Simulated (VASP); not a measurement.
Runs of VASP 6.6.1 on BP. The structure is that of space group F-43m (No. 216), or close to it. The cells are those of the table. 

| cell | gap on the mesh (eV) | pressure (GPa) |
| --- | --- | --- |
| a = 3.193, b = 3.193, c = 3.209 Å, angles 59.8, 59.8, 60.3°, 2 atoms | 1.07 | 2.6 |
| a = 3.225, b = 3.225, c = 3.209 Å, angles 60.2, 60.2, 59.7°, 2 atoms | 1.18 | -0.7 |
| a = 3.177, b = 3.177, c = 3.209 Å, angles 59.7, 59.7, 60.7°, 2 atoms | 0.91 | 4.4 |
| a = 3.209 Å, angles 60.0°, 2 atoms | 1.24 | 0.9 |
| a = 3.257, b = 3.257, c = 3.209 Å, angles 60.5, 60.5, 59.0°, 2 atoms | (b) | (a) |
| a = 3.161, b = 3.161, c = 3.209 Å, angles 59.5, 59.5, 61.0°, 2 atoms | 0.74 | 6.3 |
| a = 3.241, b = 3.241, c = 3.209 Å, angles 60.3, 60.3, 59.3°, 2 atoms | 1.12 | -2.2 |

Alike in all rows: task single point; level PBE; potentials or basis VASP PAW PBE potentials, release 64 (B, P); no spin polarisation; k mesh 7 × 7 × 7; cutoff (eV) 520; smearing fermi-dirac 0.05 eV.

**Question.** Estimate the missing entries.

**Answer.** (a) -3.7; (b) 1.06.

A k mesh can miss the band edges.
